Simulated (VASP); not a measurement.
# TaRu (P4/mmm) in VASP: a series of runs

TaRu is run at these levels: LDA; tasks: electric field gradients.

Program: VASP 6.6.1. These are calculated values, not measurements. Logs are shortened: lines on timing, memory, paths and dates and some standing lists are left out, and cuts for length are marked.

### 1 The cell of the first run

Symmetry: P4/mmm, No. 123, tetragonal system. Conventional cell: a = 2.991 Å, b = 2.991 Å, c = 3.320 Å, α = 90.00°, β = 90.00°, γ = 90.00°. Ta (site symmetry 4/mmm) has 8 Ru at 2.69 Å and 6 Ta at 2.99 to 3.32 Å within 3.5 Å. Within 3.5 Å of Ru (site symmetry 4/mmm) lie 8 Ta at 2.69 Å and 6 Ru at 2.99 to 3.32 Å.

### 2 Electric field gradients, LDA (volume scaled by 0.94)

Contents of INCAR:

```
SYSTEM = TaRu
  PREC = Accurate
  ENCUT = 520
  EDIFF = 1E-8
  ISMEAR = -1
  SIGMA = 0.05
  LREAL = .FALSE.
  LASPH = .TRUE.
  NELM = 60
  ALGO = Normal
  ISIF = 2
  LWAVE = .FALSE.
  LCHARG = .FALSE.
  LEFG = .TRUE.
  NBANDS = 20
```

Contents of KPOINTS:

```
Automatic mesh
0
G
  11 11 10
  0 0 0
```

Contents of POSCAR:

```
TaRu
1.0
    2.9906763899      0.0000000000      0.0000000000
    0.0000000000      2.9906763899      0.0000000000
    0.0000000000      0.0000000000      3.3198173224
Ta Ru
1 1
Direct
    0.5000000000      0.5000000000      0.5000000000
    0.0000000000      0.0000000000      0.0000000000
```

Potentials or basis: VASP PAW LDA potentials, release 64 (Ta_pv, Ru_pv).

On the command line:

```console
cat potpaw_LDA.64/Ta_pv/POTCAR potpaw_LDA.64/Ru_pv/POTCAR > POTCAR
mpirun -np 1 vasp_std > vasp.out
```

OUTCAR:

```text
SYSTEM = TaRu
   PREC = Accurate
   ENCUT = 520
   EDIFF = 1E-8
   ISMEAR = -1
   LREAL = .FALSE.
   LASPH = .TRUE.
   NELM = 60
   ISIF = 2

 ion  position               nearest neighbor table
   1  0.500  0.500  0.500-   2 2.69   2 2.69   2 2.69   2 2.69   2 2.69   2 2.69   2 2.69   2 2.69

   2  0.000  0.000  0.000-   1 2.69   1 2.69   1 2.69   1 2.69   1 2.69   1 2.69   1 2.69   1 2.69

  LATTYP: Found a simple tetragonal cell.
 ALAT       =     2.9906763899
 C/A-ratio  =     1.1100556829

  Lattice vectors:

 A1 = (   2.9906763899,   0.0000000000,   0.0000000000)
 A2 = (   0.0000000000,   2.9906763899,   0.0000000000)
 A3 = (   0.0000000000,   0.0000000000,   3.3198173224)

Analysis of symmetry for initial positions (statically):
=====================================================================
 Subroutine PRICEL returns:
 Original cell was already a primitive cell.

 Routine SETGRP: Setting up the symmetry group for a
 simple tetragonal supercell.

 Subroutine GETGRP returns: Found 16 space group operations
 (whereof 16 operations were pure point group operations)
 out of a pool of 16 trial point group operations.

The static configuration has the point symmetry D_4h.

Analysis of symmetry for dynamics (positions and initial velocities):
=====================================================================
 Subroutine PRICEL returns:
 Original cell was already a primitive cell.

 Routine SETGRP: Setting up the symmetry group for a
 simple tetragonal supercell.

 Subroutine GETGRP returns: Found 16 space group operations
 (whereof 16 operations were pure point group operations)
 out of a pool of 16 trial point group operations.

The dynamic configuration has the point symmetry D_4h.

 Subroutine INISYM returns: Found 16 space group operations
 (whereof 16 operations are pure point group operations),
 and found     1 'primitive' translations

----------------------------------------------------------------------------------------

                                     Primitive cell

  volume of cell :      29.6929

  direct lattice vectors                    reciprocal lattice vectors
     2.990676390  0.000000000  0.000000000     0.334372520  0.000000000  0.000000000
     0.000000000  2.990676390  0.000000000     0.000000000  0.334372520  0.000000000
     0.000000000  0.000000000  3.319817322     0.000000000  0.000000000  0.301221393

  length of vectors
     2.990676390  2.990676390  3.319817322     0.334372520  0.334372520  0.301221393

  position of ions in fractional coordinates (direct lattice)
     0.500000000  0.500000000  0.500000000
     0.000000000  0.000000000  0.000000000

  ion indices of the primitive-cell ions
   primitive index   ion index
                 1           1
                 2           2

----------------------------------------------------------------------------------------

 KPOINTS: Automatic mesh

Automatic generation of k-mesh.
 Grid dimensions read from file:
 generate k-points for:   11   11   10

 Generating k-lattice:

  Cartesian coordinates                     Fractional coordinates (reciprocal lattice)
     0.030397502  0.000000000  0.000000000     0.090909091  0.000000000  0.000000000
     0.000000000  0.030397502  0.000000000     0.000000000  0.090909091  0.000000000
     0.000000000  0.000000000  0.030122139     0.000000000  0.000000000  0.100000000

  Length of vectors
     0.030397502  0.030397502  0.030122139

  Shift w.r.t. Gamma in fractional coordinates (k-lattice)
     0.000000000  0.000000000  0.000000000

 Subroutine IBZKPT returns following result:
 ===========================================

 Found    126 irreducible k-points:

 Following reciprocal coordinates:
            Coordinates               Weight
  0.000000  0.000000  0.000000      1.000000
  0.090909  0.000000  0.000000      4.000000
  0.181818  0.000000  0.000000      4.000000
  0.272727  0.000000  0.000000      4.000000
  0.363636  0.000000  0.000000      4.000000
  0.454545  0.000000  0.000000      4.000000
[... 16 lines left out ...]
  0.090909  0.000000  0.100000      8.000000
  0.181818  0.000000  0.100000      8.000000
 [... further k-points ...]
   k-points           NKPTS =    126   k-points in BZ     NKDIM =    126   number of bands    NBANDS=     20
   number of dos      NEDOS =    301   number of ions     NIONS =      2
   total plane-waves  NPLWV =  16128
   dimension x,y,z NGX =    24 NGY =   24 NGZ =   28
   dimension x,y,z NGXF=    48 NGYF=   48 NGZF=   56
   ions per type =               1   1
   NGX,Y,Z   is equivalent  to a cutoff of  13.34, 13.34, 14.02 a.u.
   NGXF,Y,Z  is equivalent  to a cutoff of  26.68, 26.68, 28.04 a.u.
 SYSTEM =  TaRu
   PREC   = accura    normal or accurate (medium, high low for compatibility)
   ISTART =      0    job   : 0-new  1-cont  2-samecut
   ICHARG =      2    charge: 1-file 2-atom 10-const
   ISPIN  =      1    spin polarized calculation?
   LNONCOLLINEAR =      F non collinear calculations
   LSORBIT =      F    spin-orbit coupling
   LASPH  =      T    aspherical Exc in radial PAW
   ENCUT  =  520.0 eV  38.22 Ry    6.18 a.u.   5.56  5.56  6.17*2*pi/ulx,y,z
   NELM   =     60;   NELMIN=  2; NELMDL= -5     # of ELM steps
   EDIFF  = 0.1E-07   stopping-criterion for ELM
   LREAL  =      F    real-space projection
   EDIFFG = 0.1E-06   stopping-criterion for IOM
   NSW    =      0    number of steps for IOM
   IBRION =     -1    ionic relax: 0-MD 1-quasi-New 2-CG
   NFREE  =      0    steps in history (QN), initial steepest desc. (CG)
   ISIF   =      2    stress and relaxation
   ISYM   =      2    0-nonsym 1-usesym 2-fastsym
   POTIM  = 0.5000    time-step for ionic-motion
   TEBEG  =    0.0;   TEEND  =   0.0 temperature during run
   PSTRESS=    0.0 pullay stress
   NELECT =      25.0000    total number of electrons
   NUPDOWN=      -1.0000    fix difference up-down
   EMIN   =  10.00;   EMAX   =-10.00  energy-range for DOS
   EFERMI =   0.00;   METHOD = LEGACY
   ISMEAR =    -1;   SIGMA  =   0.05  broadening in eV -4-tet -1-fermi 0-gaus
   EFERMI_NEDOS =   21; number of points for ismear=-14 and -15
   IALGO  =     38    algorithm
   IMIX   =      4    mixing-type and parameters
     AMIX     =   0.40;   BMIX     =  1.00
     AMIX_MAG =   1.60;   BMIX_MAG =  1.00
  volume/ion in A,a.u.               =      14.85       100.19
  Fermi-wavevector in a.u.,A,eV,Ry     =   1.545861  2.921254 32.513662  2.389687
  Thomas-Fermi vector in A             =   2.651180
   LORBIT       =      0    0 simple, 1 ext, 2 COOP (PROOUT), +10 PAW based schemes
   GGA     = CA    functional components
   LHFCALC =     F    Hartree Fock is set to
   AEXX    =    0.0000 exact exchange contribution
   IVDW    =     0    specifies the selected vdW correction
   LEPSILON=     F    determine dielectric tensor
   LRPA    =     F    only Hartree local field effects (RPA)
 non-spin polarized calculation
  energy-cutoff  :      520.00
  volume of cell :       29.69
 maximum number of plane-waves:       820
 NGX is ok and might be reduce to    24
   NGX = 11   NGY = 11   NGZ = 13

 number of electron      24.9999994 magnetization

 Free energy of the ion-electron system (eV)
  ---------------------------------------------------
  ext. energy  EPLUGINS =         0.00000000
  ---------------------------------------------------
  free energy    TOTEN  =       -24.05034089 eV

  energy without entropy =      -24.03138231  energy(sigma->0) =      -24.04086160

 E-fermi :  10.0569     XC(G=0): -13.8333

 val. band max:       10.0547677091   @ k =   0.2727   0.0000   0.2000
 cond. band min:      10.0597175388   @ k =   0.2727   0.0909   0.1000
 fundamental gap:      0.0049498297
 Fermi energy:        10.0569283044

 k-point     1 :       0.0000    0.0000    0.0000
  band No.  band energies     occupation
      1     -32.8164      2.00000
      2     -32.7338      2.00000
      3     -32.7338      2.00000
      4     -24.4976      2.00000
      5     -24.3352      2.00000
      6     -24.3352      2.00000
[... 12 lines left out ...]
     19      19.9440      0.00000
     20      19.9440      0.00000
[... 507 lines left out ...]
 k-point    24 :       0.1818    0.0000    0.1000
  band No.  band energies     occupation
      1     -32.8122      2.00000
      2     -32.7884      2.00000
      3     -32.7238      2.00000
      4     -24.5354      2.00000
      5     -24.4997      2.00000
      6     -24.3306      2.00000
[... 12 lines left out ...]
     19      19.9235      0.00000
     20      20.2058      0.00000

 [... further k-points ...]

------------------------ aborting loop because EDIFF is reached ----------------------------------------

  FORCE on cell =-STRESS in cart. coord.  units (eV):
  Direction    XX          YY          ZZ          XY          YZ          ZX
  --------------------------------------------------------------------------------------
  -------------------------------------------------------------------------------------
  Total        1.4388866      1.4388866      1.4779616      0.0000000      0.0000000      0.0000000
  in kB       77.6397482     77.6397482     79.7481634      0.0000000      0.0000000      0.0000000
  external PRESSURE =      78.3425533 kB  Pullay stress =       0.0000000 kB

 VOLUME and BASIS-vectors are now :
 -----------------------------------------------------------------------------
  energy-cutoff  :      520.00
  volume of cell :       29.69
      direct lattice vectors                 reciprocal lattice vectors
     2.990676390  0.000000000  0.000000000     0.334372520  0.000000000  0.000000000
     0.000000000  2.990676390  0.000000000     0.000000000  0.334372520  0.000000000
     0.000000000  0.000000000  3.319817322     0.000000000  0.000000000  0.301221393

 POSITION                                       TOTAL-FORCE (eV/Angst)
 -----------------------------------------------------------------------------------
      1.49534      1.49534      1.65991         0.000000      0.000000      0.000000
      0.00000      0.00000      0.00000         0.000000      0.000000      0.000000
 -----------------------------------------------------------------------------------
    total drift:                                0.000000      0.000000     -0.000000

  FREE ENERGIE OF THE ION-ELECTRON SYSTEM (eV)
  ---------------------------------------------------
  free  energy   TOTEN  =       -24.0503408895 eV

  energy  without entropy=      -24.0313823108  energy(sigma->0) =      -24.04086160

 Electric field gradients (V/A^2)
---------------------------------------------------------------------
 ion       V_xx      V_yy      V_zz      V_xy      V_xz      V_yz
---------------------------------------------------------------------
   1      -4.225    -4.225     8.450    -0.000     0.000    -0.000
   2     -19.150   -19.150    38.299    -0.000    -0.000     0.000
---------------------------------------------------------------------

 Electric field gradients after diagonalization (V/A^2)
 (convention: |V_zz| > |V_xx| > |V_yy|)
----------------------------------------------------------------------
 ion       V_xx      V_yy      V_zz     asymmetry (V_yy - V_xx)/ V_zz
----------------------------------------------------------------------
   1      -4.225    -4.225     8.450       0.000
   2     -19.150   -19.150    38.299       0.000
----------------------------------------------------------------------

           NMR quadrupolar parameters

 Cq : quadrupolar parameter    Cq=e*Q*V_zz/h
 eta: asymmetry parameters     (V_yy - V_xx)/ V_zz
 Q  : nuclear electric quadrupole moment in mb (millibarn)
----------------------------------------------------------------------
 ion       Cq(MHz)       eta       Q (mb)
----------------------------------------------------------------------
   1       0.020       0.000       1.000
   2       0.093       0.000       1.000
----------------------------------------------------------------------
```

Run time: 89 s. Hardware: 1 thread of AMD EPYC 7R43 (Zen 3), shared host; peak memory 0.15 GiB.

What came out:

| Item | Value |
| --- | --- |
| Free energy | -24.0503 eV |
| Pressure | 7.8 GPa |

Electric field gradients, principal values (V/Å²):
```tsv
atom	least	middle	greatest (by size)
1 Ta	-4.225	-4.225	8.450
2 Ru	-19.150	-19.150	38.299
```

Caveat: without QUAD_EFG the Cq values of the log hold for a quadrupole moment of 1 mb, not for the nuclei; spin-orbit coupling is left out, which moves the levels of the heavy elements.

### 3 Electric field gradients, LDA (volume scaled by 0.98)

Contents of INCAR:

```
SYSTEM = TaRu
ALGO     = Normal         ! electronic algorithm
EDIFF    = 1E-8           ! SCF threshold, eV
ENCUT    = 520            ! plane-wave cutoff, eV
ISIF     = 2              ! what is computed and relaxed
ISMEAR   = -1             ! smearing method
LASPH    = .True.         ! aspherical terms in the spheres
LCHARG   = .False.        ! write CHGCAR
LEFG     = .True.       
LREAL    = .False.        ! projectors in reciprocal space
LWAVE    = .False.        ! write WAVECAR
NBANDS   = 20             ! bands
NELM     = 60             ! most SCF steps
PREC     = Accurate       ! precision mode
SIGMA    = 0.05           ! smearing width, eV
```

Contents of KPOINTS:

```
k-points
0
Gamma
  11 11 10
  0 0 0
```

Contents of POSCAR:

```
TaRu
1.0
    3.0325094497      0.0000000000      0.0000000000
    0.0000000000      3.0325094497      0.0000000000
    0.0000000000      0.0000000000      3.3662543482
Ta Ru
1 1
Direct
    0.5000000000      0.5000000000      0.5000000000
    0.0000000000      0.0000000000      0.0000000000
```

Potentials or basis: VASP PAW LDA potentials, release 64 (Ta_pv, Ru_pv).

On the command line:

```console
cat potpaw_LDA.64/Ta_pv/POTCAR potpaw_LDA.64/Ru_pv/POTCAR > POTCAR
mpirun -np 1 vasp_std > vasp.out
```

OUTCAR:

```text
SYSTEM = TaRu
   EDIFF = 1E-8
   ENCUT = 520
   ISIF = 2
   ISMEAR = -1
   LASPH = .True.
   LREAL = .False.
   NELM = 60
   PREC = Accurate

 ion  position               nearest neighbor table
   1  0.500  0.500  0.500-   2 2.73   2 2.73   2 2.73   2 2.73   2 2.73   2 2.73   2 2.73   2 2.73

   2  0.000  0.000  0.000-   1 2.73   1 2.73   1 2.73   1 2.73   1 2.73   1 2.73   1 2.73   1 2.73

  LATTYP: Found a simple tetragonal cell.
 ALAT       =     3.0325094497
 C/A-ratio  =     1.1100556829

  Lattice vectors:

 A1 = (   3.0325094497,   0.0000000000,   0.0000000000)
 A2 = (   0.0000000000,   3.0325094497,   0.0000000000)
 A3 = (   0.0000000000,   0.0000000000,   3.3662543482)

Analysis of symmetry for initial positions (statically):
=====================================================================
 Subroutine PRICEL returns:
 Original cell was already a primitive cell.

 Routine SETGRP: Setting up the symmetry group for a
 simple tetragonal supercell.

 Subroutine GETGRP returns: Found 16 space group operations
 (whereof 16 operations were pure point group operations)
 out of a pool of 16 trial point group operations.

The static configuration has the point symmetry D_4h.

Analysis of symmetry for dynamics (positions and initial velocities):
=====================================================================
 Subroutine PRICEL returns:
 Original cell was already a primitive cell.

 Routine SETGRP: Setting up the symmetry group for a
 simple tetragonal supercell.

 Subroutine GETGRP returns: Found 16 space group operations
 (whereof 16 operations were pure point group operations)
 out of a pool of 16 trial point group operations.
[... 157 lines left out ...]
  band No.  band energies     occupation
      1     -33.2963      2.00000
      2     -33.2388      2.00000
      3     -33.2388      2.00000
      4     -25.1451      2.00000
      5     -24.9982      2.00000
      6     -24.9982      2.00000
[... 541 lines left out ...]
     19      18.8875      0.00000
     20      19.6740      0.00000

 [... further k-points ...]

------------------------ aborting loop because EDIFF is reached ----------------------------------------

  FORCE on cell =-STRESS in cart. coord.  units (eV):
  Direction    XX          YY          ZZ          XY          YZ          ZX
  --------------------------------------------------------------------------------------
  -------------------------------------------------------------------------------------
  Total       -0.9000911     -0.9000911     -0.7382009      0.0000000      0.0000000      0.0000000
  in kB      -46.5849650    -46.5849650    -38.2062025      0.0000000      0.0000000      0.0000000
  external PRESSURE =     -43.7920442 kB  Pullay stress =       0.0000000 kB

 VOLUME and BASIS-vectors are now :
 -----------------------------------------------------------------------------
  energy-cutoff  :      520.00
  volume of cell :       30.96
      direct lattice vectors                 reciprocal lattice vectors
     3.032509450  0.000000000  0.000000000     0.329759896  0.000000000  0.000000000
     0.000000000  3.032509450  0.000000000     0.000000000  0.329759896  0.000000000
     0.000000000  0.000000000  3.366254348     0.000000000  0.000000000  0.297066085

 POSITION                                       TOTAL-FORCE (eV/Angst)
 -----------------------------------------------------------------------------------
      1.51625      1.51625      1.68313         0.000000      0.000000      0.000000
      0.00000      0.00000      0.00000         0.000000      0.000000      0.000000
 -----------------------------------------------------------------------------------
    total drift:                                0.000000      0.000000     -0.000000

  FREE ENERGIE OF THE ION-ELECTRON SYSTEM (eV)
  ---------------------------------------------------
  free  energy   TOTEN  =       -24.0629362063 eV

  energy  without entropy=      -24.0433474397  energy(sigma->0) =      -24.05314182

 Electric field gradients (V/A^2)
---------------------------------------------------------------------
 ion       V_xx      V_yy      V_zz      V_xy      V_xz      V_yz
---------------------------------------------------------------------
   1      -5.813    -5.813    11.627    -0.000    -0.000    -0.000
   2     -14.969   -14.969    29.938    -0.000     0.000     0.000
---------------------------------------------------------------------

 Electric field gradients after diagonalization (V/A^2)
 (convention: |V_zz| > |V_xx| > |V_yy|)
----------------------------------------------------------------------
 ion       V_xx      V_yy      V_zz     asymmetry (V_yy - V_xx)/ V_zz
----------------------------------------------------------------------
   1      -5.813    -5.813    11.627       0.000
   2     -14.969   -14.969    29.938       0.000
----------------------------------------------------------------------

           NMR quadrupolar parameters

 Cq : quadrupolar parameter    Cq=e*Q*V_zz/h
 eta: asymmetry parameters     (V_yy - V_xx)/ V_zz
 Q  : nuclear electric quadrupole moment in mb (millibarn)
----------------------------------------------------------------------
 ion       Cq(MHz)       eta       Q (mb)
----------------------------------------------------------------------
   1       0.028       0.000       1.000
   2       0.072       0.000       1.000
----------------------------------------------------------------------
```

stdout:

```text
POSCAR found type information on POSCAR TaRu
 POSCAR found :  2 types and       2 ions
 scaLAPACK will be used
 LDA part: xc-table for (Slater(with rela. corr.)+CA(PZ))
 , standard interpolation
 POSCAR, INCAR and KPOINTS ok, starting setup
 FFT: planning ... GRIDC
 FFT: planning ... GRID_SOFT
 FFT: planning ... GRID
 WAVECAR not read
 entering main loop
ion   1

ion   2
```

Run time: 90 s. Hardware: 1 thread of AMD EPYC 7R43 (Zen 3), shared host; peak memory 0.15 GiB.

Results:

```yaml
Free_energy: -24.0629 eV
Pressure: -4.4 GPa
```

Stress tensor (GPa, compression positive):
```
-4.66  0.00  0.00
 0.00 -4.66  0.00
 0.00  0.00 -3.82
```

Electric field gradients, principal values (V/Å²):
```
atom    least   middle  greatest (by size)
1 Ta   -5.813   -5.813              11.627
2 Ru  -14.969  -14.969              29.938
```

Caveat: without QUAD_EFG the Cq values of the log hold for a quadrupole moment of 1 mb, not for the nuclei; spin-orbit coupling is left out, which moves the levels of the heavy elements.

(Part 1 of 3 ends here.)
